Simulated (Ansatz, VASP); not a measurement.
**Two plane-wave programs on Pd**

File INCAR:

```
SYSTEM = Pd
  PREC = Accurate
  ENCUT = 500
  EDIFF = 1E-7
  ISMEAR = -1
  SIGMA = 0.1
  LREAL = .FALSE.
  LASPH = .TRUE.
  NELM = 120
  ALGO = Normal
  ISIF = 3
  LWAVE = .FALSE.
  LCHARG = .FALSE.
  GGA = RE
  IBRION = 2
  NSW = 80
  EDIFFG = -0.01
  GGA_COMPAT = .FALSE.
  NELMIN = 4
```

The input KPOINTS:

```
Automatic mesh
0
G
  14 14 14
  0 0 0
```

File POSCAR:

```
Pd
1.0
   -1.5436681530      1.5436681530      1.5436681530
    1.5436681530     -1.5436681530      1.5436681530
    1.5436681530      1.5436681530     -1.5436681530
Pd
1
Direct
    0.0000000000      0.0000000000      0.0000000000
```

Input for Ansatz:

```yaml
crystal:
  lattice:
    - [-1.543668153, 1.543668153, 1.543668153]
    - [1.543668153, -1.543668153, 1.543668153]
    - [1.543668153, 1.543668153, -1.543668153]
  atoms:
    - { symbol: Pd, position: [0.0, 0.0, 0.0] }
hamiltonian:
  xc: revpbe
  pseudopotentials:
    kind: paw
    azcp:
      Pd: "pseudopotentials/Pd.paw.azcp"
basis:
  ecutwfc: 420
  fft_grid_basis: typed
kpoints:
  mp_grid: { grid: [14, 14, 14], shift: [0, 0, 0] }
magnetization:
  spin_polarized: false
scf:
  occupations: { method: fermi_dirac, width: 0.1 }
relax:
  max_steps: 60
  f_tol: 0.01
  cell: {}
output:
  write_density: true
  write_potential: true
  elf: true
  volumetric_format: npy
```

Alike in both runs: task relaxation of cell and atoms; functional revPBE; k mesh 14 × 14 × 14; occupations fermi-dirac, width 0.1 eV; no spin polarisation.

|  | VASP | Ansatz |
| --- | --- | --- |
| version | VASP 6.6.1 | Ansatz 0.2.0 |
| potentials or method | VASP PAW PBE potentials, release 64 (Pd), cutoff 500 eV | plane waves (420 eV) with PAW, scalar-relativistic |
| valence electrons in the cell | 10 | 18 |

|  | VASP | Ansatz | Ansatz less VASP |
| --- | --- | --- | --- |
| relaxed volume (Å³/atom) | 15.79 | 15.81 | +0.023 |
| relaxed cell length with the largest relative difference (Å) | 2.737 | 2.738 | +0.0013 |

VASP's potentials were made for PBE, not for revPBE. VASP's potentials hold 10 valence electrons a cell and Ansatz's 18, so a difference there can come from the potentials and not from the codes.
